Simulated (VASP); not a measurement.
RbCl:

```
Rb Cl
1.0
     0.00000    3.30871    3.30871
     3.30871    0.00000    3.30871
     3.30871    3.30871    0.00000
Rb Cl
1 1
Cartesian
  0.0000 0.0000 0.0000
  3.3087 3.3087 3.3087
```

- Program: VASP 6.6.1
- Task: relaxation of cell and atoms
- Functional: PBE
- Potentials or basis: VASP PAW PBE potentials, release 64 (Rb_sv, Cl)
- Cutoff: 500 eV
- k mesh: 6 × 6 × 6
- Occupations: gaussian, width 0.02 eV
- Spin: no spin polarisation

At the start: pressure 0.6 GPa; volume 36.22 Å³/atom.

**Question.** How do energy, volume and symmetry change on relaxing?

**Answer.** Over 3 steps the energy falls by 2.3 meV/atom and the volume is 37.59 Å³/atom (+3.8 %); space group Fm-3m (No. 225, to 0.1 Å) before and after.

Step by step:
| step | energy change (eV) | largest force (eV/Å) | pressure (GPa) | volume (Å³) |
| --- | --- | --- | --- | --- |
| 1 | 0.0000 | 0.0000 | 0.57 | 72.44 |
| 2 | -0.0035 | 0.0000 | 0.26 | 73.80 |
| 3 | -0.0045 | 0.0000 | -0.02 | 75.19 |

Final structure:
```
Rb Cl
1.0
     0.00000    3.34993    3.34993
     3.34993    0.00000    3.34993
     3.34993    3.34993    0.00000
Rb Cl
1 1
Direct
  0.00000 0.00000 0.00000
  0.50000 0.50000 0.50000
```
